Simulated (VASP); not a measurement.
CuO, 4 atoms in the cell. Symmetry: Cc, No. 9, monoclinic system. The conventional cell has a = 4.689 Å, b = 3.427 Å, c = 5.132 Å, α = 90.00°, β = 99.65°, γ = 90.00°. Cu (site symmetry 1) has 4 O at 1.91 to 2.02 Å within 2.5 Å. O (site symmetry 1) has 4 Cu at 1.91 to 2.02 Å within 2.5 Å. 

- Program: VASP 6.6.1
- Task: single point
- Functional: LDA
- Potentials or basis: VASP PAW LDA potentials, release 64 (Cu, O)
- Cutoff: 520 eV
- k mesh: 8 × 8 × 5
- Occupations: gaussian, width 0.05 eV
- Spin: collinear spin, ferromagnetic start
- Starting moments: [1.0, 1.0, 0.0, 0.0] μB
- Hubbard terms: Cu d U = 6.0 eV
- Dipole correction: no
- Further INCAR settings: ALGO = Normal; EDIFF = 1e-06; NBANDS = 29

Potentials or basis: VASP PAW LDA potentials, release 64 (Cu, O).

Launch:

```console
$ cat potpaw_LDA.64/Cu/POTCAR potpaw_LDA.64/O/POTCAR > POTCAR
$ mpirun -np 1 vasp_std > vasp.out
```

Hardware: 1 thread of Oxide Virtual Turin-like Processor (shared host).

Question: Estimate the wall time of this run.

Answer: It took 4.7 min on 1 thread of Oxide Virtual Turin-like Processor, on a shared host, peak memory 0.23 GiB. Counts: scf iterations 16, k points 93.
